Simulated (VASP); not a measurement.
# Te: single point with revPBE

Crystal: Te.

```
Te
1.0
    -1.91067    1.91067    1.91067
     1.91067   -1.91067    1.91067
     1.91067    1.91067   -1.91067
Te
1
Direct
  0.00000 0.00000 0.00000
```

This isn't the form of Te at room conditions, which is trigonal, of chains.

```json
{
  "Program": "VASP 6.6.1",
  "Task": "single point",
  "Functional": "revPBE",
  "Potentials or basis": "VASP PAW PBE potentials, release 64 (Te)",
  "Cutoff": "520 eV",
  "k mesh": "13 × 13 × 13",
  "Occupations": "fermi-dirac, width 0.1 eV",
  "Spin": "no spin polarisation"
}
```

```json
{
  "Pressure": "2.1 GPa",
  "Band gap on the k mesh": "zero (bands 3 and 4 overlap by 6.14 eV)"
}
```

Levels at points of the mesh, in eV from the Fermi level:
| k point | band 1 | band 2 | band 3 | band 4 | band 5 | band 6 | band 7 | band 8 |
| --- | --- | --- | --- | --- | --- | --- | --- | --- |
| (0.00, 0.00, 0.00) | -14.04 | 3.07 | 3.07 | 3.07 | 9.87 | 9.87 | 9.87 | 10.06 |

Wall time 33 s on 1 thread of Intel Xeon 8259CL (shared host), peak memory 0.17 GiB.

Caveat: the PAW data sets were made with another functional, which shifts forces and pressure a little; spin-orbit coupling is left out, which moves the levels of the heavy elements.
